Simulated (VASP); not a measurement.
# Ta (I4mm) in VASP: further runs

Ta is run at these levels: PBE; tasks: single point.

Everything below comes from runs of VASP 6.6.1. Logs are shortened: lines on timing, memory, paths and dates and some standing lists are left out, and cuts for length are marked.

## 1. The cell of the first run

Symmetry: I4mm, No. 107, tetragonal system. Conventional cell: a = 6.605 Å, b = 6.605 Å, c = 6.605 Å, α = 90.00°, β = 90.00°, γ = 90.00°. Ta (site symmetry 4mm) has 14 Ta at 2.71 to 3.58 Å within 3.6 Å. Within 3.6 Å of Ta (site symmetry m) lie 14 Ta at 2.71 to 3.30 Å. Within 3.8 Å of Ta (site symmetry 2mm) lie 14 Ta at 2.86 to 3.31 Å. Within 3.8 Å of Ta (site symmetry 4mm) lie 14 Ta at 2.86 to 3.58 Å.

## 2. Single point, PBE (atom 1 (Ta) moved +0.281 Å along Cartesian [0 0 1])

INCAR

```
ALGO = Fast
EDIFF = 1E-6
ENCUT = 520
GGA = PE
ISIF = 2
ISMEAR = 0
LASPH = True
LCHARG = False
LREAL = False
LWAVE = False
NBANDS = 54
NELM = 80
PREC = Accurate
SIGMA = 0.15
```

KPOINTS

```
k-points
0
Gamma
  10 10 10
```

POSCAR

```
Ta
1.0
   -3.3025600000     -3.3025600000      3.3025600000
   -3.3025600000      3.3025600000     -3.3025600000
    3.3025600000     -3.3025600000     -3.3025600000
Ta
8
Direct
    0.5000000000      0.4574118260      0.4574118260
    0.0000000000      0.5000000000      0.5000000000
    0.5000000000      0.0000000000      0.5000000000
    0.0000000000      0.0000000000      0.5000000000
    0.5000000000      0.5000000000      0.0000000000
    0.0000000000      0.5000000000      0.0000000000
    0.5000000000      0.0000000000      0.0000000000
    0.0000000000      0.0000000000      0.0000000000
```

Potentials or basis: VASP PAW PBE potentials, release 64 (Ta_pv).

Run with:

```
$ cat potpaw_PBE.64/Ta_pv/POTCAR > POTCAR
$ mpirun -np 1 vasp_std > vasp.out
```

OUTCAR:

```text
EDIFF = 1E-6
   ENCUT = 520
   GGA = PE
   ISIF = 2
   ISMEAR = 0
   LASPH = True
   LREAL = False
   NELM = 80
   PREC = Accurate

 ion  position               nearest neighbor table
   1  0.500  0.457  0.457-   8 2.71   3 2.71   5 2.71   2 2.71   7 3.02   5 3.03   3 3.03   2 3.03
                             8 3.03   4 3.31   4 3.31   6 3.31   6 3.31   7 3.58
   2  0.000  0.500  0.500-   1 2.71   6 2.86   7 2.86   6 2.86   4 2.86   4 2.86   7 2.86   1 3.03
                             5 3.30   8 3.30   8 3.30   5 3.30   3 3.30   3 3.30
   3  0.500  0.000  0.500-   1 2.71   4 2.86   6 2.86   7 2.86   7 2.86   4 2.86   6 2.86   1 3.03
                             5 3.30   5 3.30   8 3.30   8 3.30   2 3.30   2 3.30
   4  0.000  0.000  0.500-   2 2.86   3 2.86   5 2.86   8 2.86   8 2.86   2 2.86   3 2.86   5 2.86
                             6 3.30   7 3.30   7 3.30   6 3.30   1 3.31   1 3.31
   5  0.500  0.500  0.000-   1 2.71   4 2.86   6 2.86   7 2.86   7 2.86   6 2.86   4 2.86   1 3.03
                             2 3.30   3 3.30   8 3.30   2 3.30   8 3.30   3 3.30
   6  0.000  0.500  0.000-   2 2.86   3 2.86   5 2.86   8 2.86   2 2.86   8 2.86   5 2.86   3 2.86
                             4 3.30   7 3.30   7 3.30   4 3.30   1 3.31   1 3.31
   7  0.500  0.000  0.000-   2 2.86   3 2.86   5 2.86   8 2.86   3 2.86   5 2.86   8 2.86   2 2.86
                             1 3.02   6 3.30   4 3.30   6 3.30   4 3.30   1 3.58
   8  0.000  0.000  0.000-   1 2.71   4 2.86   6 2.86   7 2.86   4 2.86   6 2.86   7 2.86   1 3.03
                             3 3.30   2 3.30   2 3.30   3 3.30   5 3.30   5 3.30

  LATTYP: Found a body centered cubic cell.
 ALAT       =     6.6051200000

  Lattice vectors:

 A1 = (  -3.3025600000,  -3.3025600000,   3.3025600000)
 A2 = (  -3.3025600000,   3.3025600000,  -3.3025600000)
 A3 = (   3.3025600000,  -3.3025600000,  -3.3025600000)

Analysis of symmetry for initial positions (statically):
=====================================================================
 Subroutine PRICEL returns:
 Original cell was already a primitive cell.

 Routine SETGRP: Setting up the symmetry group for a
 body centered cubic supercell.

 Subroutine GETGRP returns: Found  8 space group operations
 (whereof  2 operations were pure point group operations)
 out of a pool of 48 trial point group operations.

The static configuration has the point symmetry C_1h.
 The point group associated with its full space group is C_4v.

Analysis of symmetry for dynamics (positions and initial velocities):
=====================================================================
 Subroutine PRICEL returns:
 Original cell was already a primitive cell.

 Routine SETGRP: Setting up the symmetry group for a
 body centered cubic supercell.
[... 130 lines left out ...]
   NUPDOWN=      -1.0000    fix difference up-down
   EMIN   =  10.00;   EMAX   =-10.00  energy-range for DOS
   EFERMI =   0.00;   METHOD = LEGACY
   ISMEAR =     0;   SIGMA  =   0.15  broadening in eV -4-tet -1-fermi 0-gaus
   EFERMI_NEDOS =   21; number of points for ismear=-14 and -15
   IALGO  =     68    algorithm
   IMIX   =      4    mixing-type and parameters
     AMIX     =   0.40;   BMIX     =  1.00
     AMIX_MAG =   1.60;   BMIX_MAG =  1.00
  volume/ion in A,a.u.               =      18.01       121.54
  Fermi-wavevector in a.u.,A,eV,Ry     =   1.388988  2.624806 26.249534  1.929286
  Thomas-Fermi vector in A             =   2.513061
   LORBIT       =      0    0 simple, 1 ext, 2 COOP (PROOUT), +10 PAW based schemes
   GGA     = PE    functional components
   LHFCALC =     F    Hartree Fock is set to
   AEXX    =    0.0000 exact exchange contribution
   IVDW    =     0    specifies the selected vdW correction
   LEPSILON=     F    determine dielectric tensor
   LRPA    =     F    only Hartree local field effects (RPA)
 non-spin polarized calculation
 RMM-DIIS sequential band-by-band and
 Gauss-broadening in eV      SIGMA  =   0.15
  energy-cutoff  :      520.00
  volume of cell :      144.08
 maximum number of plane-waves:      3925
 NGX is ok and might be reduce to    48
   NGX = 21   NGY = 21   NGZ = 21

 number of electron      88.0000016 magnetization

 Free energy of the ion-electron system (eV)
  ---------------------------------------------------
  ext. energy  EPLUGINS =         0.00000000
  ---------------------------------------------------
  free energy    TOTEN  =       -94.12582498 eV

  energy without entropy =      -94.01527608  energy(sigma->0) =      -94.07055053

 E-fermi :   5.5259     XC(G=0): -12.6103

 val. band max:        5.5211035974   @ k =   0.1000  -0.4000   0.5000
 cond. band min:       5.5271314884   @ k =   0.0000   0.2000   0.2000
 fundamental gap:      0.0060278910
 Fermi energy:         5.5259401849

 k-point     1 :       0.0000    0.0000    0.0000
  band No.  band energies     occupation
      1     -28.8309      2.00000
      2     -28.8046      2.00000
      3     -28.8046      2.00000
      4     -28.7501      2.00000
      5     -28.7501      2.00000
      6     -28.7286      2.00000
[... 1357 lines left out ...]
     53       8.7931      0.00000
     54       9.1422      0.00000

 [... further k-points ...]

------------------------ aborting loop because EDIFF is reached ----------------------------------------

  FORCE on cell =-STRESS in cart. coord.  units (eV):
  Direction    XX          YY          ZZ          XY          YZ          ZX
  --------------------------------------------------------------------------------------
  -------------------------------------------------------------------------------------
  Total        4.3700983      4.3700983      3.8480799      0.0000000     -0.0000000      0.0000000
  in kB       48.5947830     48.5947830     42.7900237      0.0000000     -0.0000000      0.0000000
  external PRESSURE =      46.6598633 kB  Pullay stress =       0.0000000 kB

 VOLUME and BASIS-vectors are now :
 -----------------------------------------------------------------------------
  energy-cutoff  :      520.00
  volume of cell :      144.08
      direct lattice vectors                 reciprocal lattice vectors
    -3.302560000 -3.302560000  3.302560000    -0.151397704 -0.151397704  0.000000000
    -3.302560000  3.302560000 -3.302560000    -0.151397704  0.000000000 -0.151397704
     3.302560000 -3.302560000 -3.302560000     0.000000000 -0.151397704 -0.151397704

 POSITION                                       TOTAL-FORCE (eV/Angst)
 -----------------------------------------------------------------------------------
     -1.65128     -1.65128     -1.36998        -0.000000      0.000000     -2.917019
      0.00000      0.00000     -3.30256        -0.329759     -0.329759      0.594552
      0.00000     -3.30256      0.00000         0.329759     -0.329759      0.594552
      1.65128     -1.65128     -1.65128        -0.000000      0.000000      0.344762
     -3.30256      0.00000      0.00000        -0.329759      0.329759      0.594552
     -1.65128      1.65128     -1.65128        -0.000000      0.000000      0.344762
     -1.65128     -1.65128      1.65128        -0.000000      0.000000     -0.150712
      0.00000      0.00000      0.00000         0.329759      0.329759      0.594552
 -----------------------------------------------------------------------------------
    total drift:                                0.000000      0.000000     -0.000071

  FREE ENERGIE OF THE ION-ELECTRON SYSTEM (eV)
  ---------------------------------------------------
  free  energy   TOTEN  =       -94.1258249762 eV

  energy  without entropy=      -94.0152760805  energy(sigma->0) =      -94.07055053
```

OSZICAR:

```text
N       E                     dE             d eps       ncg     rms          rms(c)
DAV:   1     0.936757186813E+03    0.93676E+03   -0.48713E+04 11048   0.171E+03
DAV:   2    -0.481459480739E+02   -0.98490E+03   -0.96385E+03 11702   0.515E+02
DAV:   3    -0.962853380602E+02   -0.48139E+02   -0.45768E+02 14000   0.973E+01
DAV:   4    -0.977586099981E+02   -0.14733E+01   -0.14460E+01 13068   0.148E+01
DAV:   5    -0.978071254260E+02   -0.48515E-01   -0.48343E-01 13900   0.224E+00    0.385E+01
RMM:   6    -0.949552662826E+02    0.28519E+01   -0.30852E+00 11249   0.873E+00    0.188E+01
RMM:   7    -0.941076608384E+02    0.84761E+00   -0.38256E+00 11824   0.896E+00    0.103E+00
RMM:   8    -0.941234289904E+02   -0.15768E-01   -0.29975E-01 13535   0.228E+00    0.106E+00
RMM:   9    -0.941260197151E+02   -0.25907E-02   -0.69417E-02 14810   0.790E-01    0.469E-01
RMM:  10    -0.941255107225E+02    0.50899E-03   -0.14345E-02 12758   0.536E-01    0.156E-01
RMM:  11    -0.941258008373E+02   -0.29011E-03   -0.39858E-03 15392   0.201E-01    0.565E-02
RMM:  12    -0.941258240340E+02   -0.23197E-04   -0.59846E-04 15860   0.861E-02    0.356E-02
RMM:  13    -0.941258225173E+02    0.15167E-05   -0.10008E-04 15270   0.310E-02    0.114E-02
RMM:  14    -0.941258232710E+02   -0.75374E-06   -0.21637E-05 12523   0.169E-02    0.309E-03
RMM:  15    -0.941258244553E+02   -0.11842E-05   -0.63407E-06 10626   0.789E-03    0.941E-04
RMM:  16    -0.941258249762E+02   -0.52091E-06   -0.11213E-06  8321   0.322E-03
   1 F= -.94125825E+02 E0= -.94070551E+02  d E =-.110549E+00
```

stdout:

```text
POSCAR found type information on POSCAR Ta
 POSCAR found :  1 types and       8 ions
 scaLAPACK will be used
 LDA part: xc-table for (Slater+PW92), standard interpolation
 POSCAR, INCAR and KPOINTS ok, starting setup
 FFT: planning ... GRIDC
 FFT: planning ... GRID_SOFT
 FFT: planning ... GRID
 WAVECAR not read
 entering main loop
```

Wall time 15 min (1 thread of Intel Xeon Platinum 8488C (Sapphire Rapids), shared host); peak memory 0.68 GiB.

What came out:

* Free energy: -94.1258 eV
* Pressure: 4.7 GPa
* Largest force: 2.917 eV/Å
* Band gap on the k mesh: zero (bands 44 and 45 overlap by 2.49 eV)

Forces on the atoms (eV/Å):
```
Ta   0.000  0.000 -2.917
Ta  -0.330 -0.330  0.595
Ta   0.330 -0.330  0.595
Ta   0.000  0.000  0.345
Ta  -0.330  0.330  0.595
Ta   0.000  0.000  0.345
Ta   0.000  0.000 -0.151
Ta   0.330  0.330  0.595
```

Caveat: the cell differs from its parent crystal (atom 1 (Ta) moved +0.281 Å along Cartesian [0 0 1]); the cell stands under pressure; spin-orbit coupling is left out, which moves the levels of the heavy elements; forces of over 1 eV/Å act on the atoms, so gaps and moduli don't describe the material at rest.

## 3. Single point, PBE (atom 1 (Ta) moved +0.338 Å along Cartesian [0 0 1])

INCAR

```
ALGO     = Fast           # electronic algorithm
EDIFF    = 1E-7           # SCF threshold, eV
ENCUT    = 520            # plane-wave cutoff, eV
GGA      = PE             # functional
ISIF     = 2              # what is computed and relaxed
ISMEAR   = 0              # smearing method
LASPH    = T              # aspherical terms in the spheres
LCHARG   = F              # write CHGCAR
LREAL    = F              # projectors in reciprocal space
LWAVE    = F              # write WAVECAR
NBANDS   = 54             # bands
NELM     = 60             # most SCF steps
PREC     = Accurate       # precision mode
SIGMA    = 0.15           # smearing width, eV
```

KPOINTS is that of step 2.

POSCAR, as its differences from that of step 2:

```diff
@@ -8,3 +8,3 @@
 Direct
-    0.5000000000      0.4574118260      0.4574118260
+    0.5000000000      0.4489032750      0.4489032750
     0.0000000000      0.5000000000      0.5000000000
```

Potentials or basis: VASP PAW PBE potentials, release 64 (Ta_pv).

Run with:

```
$ cat potpaw_PBE.64/Ta_pv/POTCAR > POTCAR
$ mpirun -np 1 vasp_std > vasp.out
```

OUTCAR:

```text
EDIFF = 1E-7
   ENCUT = 520
   GGA = PE
   ISIF = 2
   ISMEAR = 0
   LASPH = T
   LREAL = F
   NELM = 60
   PREC = Accurate

 ion  position               nearest neighbor table
   1  0.500  0.449  0.449-   2 2.68   3 2.68   5 2.68   8 2.68   7 2.97   5 3.07   8 3.07   2 3.07
                             3 3.07   4 3.32   4 3.32   6 3.32   6 3.32
   2  0.000  0.500  0.500-   1 2.68   6 2.86   7 2.86   6 2.86   4 2.86   4 2.86   7 2.86   1 3.07
                             5 3.30   8 3.30   8 3.30   5 3.30   3 3.30   3 3.30
   3  0.500  0.000  0.500-   1 2.68   4 2.86   6 2.86   7 2.86   7 2.86   4 2.86   6 2.86   1 3.07
                             5 3.30   5 3.30   8 3.30   8 3.30   2 3.30   2 3.30
   4  0.000  0.000  0.500-   2 2.86   3 2.86   5 2.86   8 2.86   8 2.86   2 2.86   3 2.86   5 2.86
                             6 3.30   7 3.30   7 3.30   6 3.30   1 3.32   1 3.32
   5  0.500  0.500  0.000-   1 2.68   4 2.86   6 2.86   7 2.86   7 2.86   6 2.86   4 2.86   1 3.07
                             2 3.30   3 3.30   8 3.30   2 3.30   8 3.30   3 3.30
   6  0.000  0.500  0.000-   2 2.86   3 2.86   5 2.86   8 2.86   2 2.86   8 2.86   5 2.86   3 2.86
                             4 3.30   7 3.30   7 3.30   4 3.30   1 3.32   1 3.32
   7  0.500  0.000  0.000-   2 2.86   3 2.86   5 2.86   8 2.86   3 2.86   5 2.86   8 2.86   2 2.86
                             1 2.97   6 3.30   4 3.30   6 3.30   4 3.30
   8  0.000  0.000  0.000-   1 2.68   4 2.86   6 2.86   7 2.86   4 2.86   6 2.86   7 2.86   1 3.07
                             3 3.30   2 3.30   2 3.30   3 3.30   5 3.30   5 3.30

  LATTYP: Found a body centered cubic cell.
 ALAT       =     6.6051200000

  Lattice vectors:

 A1 = (  -3.3025600000,  -3.3025600000,   3.3025600000)
 A2 = (  -3.3025600000,   3.3025600000,  -3.3025600000)
 A3 = (   3.3025600000,  -3.3025600000,  -3.3025600000)

Analysis of symmetry for initial positions (statically):
=====================================================================
 Subroutine PRICEL returns:
 Original cell was already a primitive cell.

 Routine SETGRP: Setting up the symmetry group for a
 body centered cubic supercell.

 Subroutine GETGRP returns: Found  8 space group operations
 (whereof  2 operations were pure point group operations)
 out of a pool of 48 trial point group operations.

The static configuration has the point symmetry C_1h.
[... 159 lines left out ...]
 RMM-DIIS sequential band-by-band and
 Gauss-broadening in eV      SIGMA  =   0.15
  energy-cutoff  :      520.00
  volume of cell :      144.08
 maximum number of plane-waves:      3925
 NGX is ok and might be reduce to    48
   NGX = 21   NGY = 21   NGZ = 21

 number of electron      88.0000016 magnetization

 Free energy of the ion-electron system (eV)
  ---------------------------------------------------
  ext. energy  EPLUGINS =         0.00000000
  ---------------------------------------------------
  free energy    TOTEN  =       -93.94645922 eV

  energy without entropy =      -93.83771000  energy(sigma->0) =      -93.89208461

 E-fermi :   5.5407     XC(G=0): -12.6067

 val. band max:        5.5404201489   @ k =   0.3000   0.1000  -0.3000
 cond. band min:       5.5409321136   @ k =   0.1000  -0.2000   0.3000
 fundamental gap:      0.0005119646
 Fermi energy:         5.5407204618

 k-point     1 :       0.0000    0.0000    0.0000
  band No.  band energies     occupation
      1     -28.8604      2.00000
      2     -28.8261      2.00000
      3     -28.8261      2.00000
      4     -28.7474      2.00000
      5     -28.7474      2.00000
      6     -28.7190      2.00000
[... 1357 lines left out ...]
     53       8.7336      0.00000
     54       9.2194      0.00000

 [... further k-points ...]

------------------------ aborting loop because EDIFF is reached ----------------------------------------

  FORCE on cell =-STRESS in cart. coord.  units (eV):
  Direction    XX          YY          ZZ          XY          YZ          ZX
  --------------------------------------------------------------------------------------
  -------------------------------------------------------------------------------------
  Total        5.0111729      5.0111729      4.2408863      0.0000000      0.0000000      0.0000000
  in kB       55.7234284     55.7234284     47.1579669      0.0000000      0.0000000      0.0000000
  external PRESSURE =      52.8682746 kB  Pullay stress =       0.0000000 kB

 VOLUME and BASIS-vectors are now :
 -----------------------------------------------------------------------------
  energy-cutoff  :      520.00
  volume of cell :      144.08
      direct lattice vectors                 reciprocal lattice vectors
    -3.302560000 -3.302560000  3.302560000    -0.151397704 -0.151397704  0.000000000
    -3.302560000  3.302560000 -3.302560000    -0.151397704  0.000000000 -0.151397704
     3.302560000 -3.302560000 -3.302560000     0.000000000 -0.151397704 -0.151397704

 POSITION                                       TOTAL-FORCE (eV/Angst)
 -----------------------------------------------------------------------------------
     -1.65128     -1.65128     -1.31378         0.000000     -0.000000     -3.462708
      0.00000      0.00000     -3.30256        -0.422385     -0.422385      0.682429
      0.00000     -3.30256      0.00000         0.422385     -0.422385      0.682429
      1.65128     -1.65128     -1.65128        -0.000000      0.000000      0.410184
     -3.30256      0.00000      0.00000        -0.422385      0.422385      0.682429
     -1.65128      1.65128     -1.65128         0.000000     -0.000000      0.410184
     -1.65128     -1.65128      1.65128         0.000000     -0.000000     -0.087375
      0.00000      0.00000      0.00000         0.422385      0.422385      0.682429
 -----------------------------------------------------------------------------------
    total drift:                               -0.000000     -0.000000      0.000040

  FREE ENERGIE OF THE ION-ELECTRON SYSTEM (eV)
  ---------------------------------------------------
  free  energy   TOTEN  =       -93.9464592236 eV

  energy  without entropy=      -93.8377099993  energy(sigma->0) =      -93.89208461
```

OSZICAR:

```text
N       E                     dE             d eps       ncg     rms          rms(c)
DAV:   1     0.937404010860E+03    0.93740E+03   -0.48721E+04 11056   0.171E+03
DAV:   2    -0.476309373256E+02   -0.98503E+03   -0.96388E+03 11650   0.515E+02
DAV:   3    -0.960579494772E+02   -0.48427E+02   -0.46137E+02 13892   0.975E+01
DAV:   4    -0.975768139222E+02   -0.15189E+01   -0.14862E+01 13020   0.150E+01
DAV:   5    -0.976287196023E+02   -0.51906E-01   -0.51723E-01 13952   0.230E+00    0.387E+01
RMM:   6    -0.947719173700E+02    0.28568E+01   -0.31430E+00 11244   0.876E+00    0.189E+01
RMM:   7    -0.939294600492E+02    0.84246E+00   -0.38064E+00 11792   0.894E+00    0.104E+00
RMM:   8    -0.939449740104E+02   -0.15514E-01   -0.31029E-01 13648   0.231E+00    0.107E+00
RMM:   9    -0.939467772974E+02   -0.18033E-02   -0.69621E-02 14851   0.805E-01    0.479E-01
RMM:  10    -0.939461217550E+02    0.65554E-03   -0.15281E-02 12756   0.558E-01    0.195E-01
RMM:  11    -0.939464410073E+02   -0.31925E-03   -0.42531E-03 15469   0.213E-01    0.613E-02
RMM:  12    -0.939464558233E+02   -0.14816E-04   -0.63699E-04 15645   0.917E-02    0.370E-02
RMM:  13    -0.939464559256E+02   -0.10230E-06   -0.11557E-04 14782   0.411E-02    0.700E-03
RMM:  14    -0.939464575880E+02   -0.16624E-05   -0.26901E-05 15795   0.202E-02    0.304E-03
RMM:  15    -0.939464586388E+02   -0.10508E-05   -0.48770E-06 14948   0.700E-03    0.146E-03
RMM:  16    -0.939464591024E+02   -0.46355E-06   -0.11652E-06 11357   0.336E-03    0.442E-04
RMM:  17    -0.939464592218E+02   -0.11942E-06   -0.25161E-07  8888   0.148E-03    0.158E-04
RMM:  18    -0.939464592236E+02   -0.18445E-08   -0.74620E-08  8235   0.827E-04
   1 F= -.93946459E+02 E0= -.93892085E+02  d E =-.108749E+00
```

Wall time 12 min (1 thread of Intel Xeon 6975P-C (Granite Rapids), shared host); peak memory 0.68 GiB.

What came out:

```
Free energy            : -93.9465 eV
Pressure               : 5.3 GPa
Largest force          : 3.463 eV/Å
Band gap on the k mesh : zero (bands 44 and 45 overlap by 2.46 eV)
```

Forces on the atoms (eV/Å):
```
Ta   0.000  0.000 -3.463
Ta  -0.422 -0.422  0.682
Ta   0.422 -0.422  0.682
Ta   0.000  0.000  0.410
Ta  -0.422  0.422  0.682
Ta   0.000  0.000  0.410
Ta   0.000  0.000 -0.087
Ta   0.422  0.422  0.682
```

Stress tensor (GPa, compression positive):
```
5.57 0.00 0.00
0.00 5.57 0.00
0.00 0.00 4.72
```

Caveat: the cell differs from its parent crystal (atom 1 (Ta) moved +0.338 Å along Cartesian [0 0 1]); the cell stands under pressure; spin-orbit coupling is left out, which moves the levels of the heavy elements; forces of over 1 eV/Å act on the atoms, so gaps and moduli don't describe the material at rest.
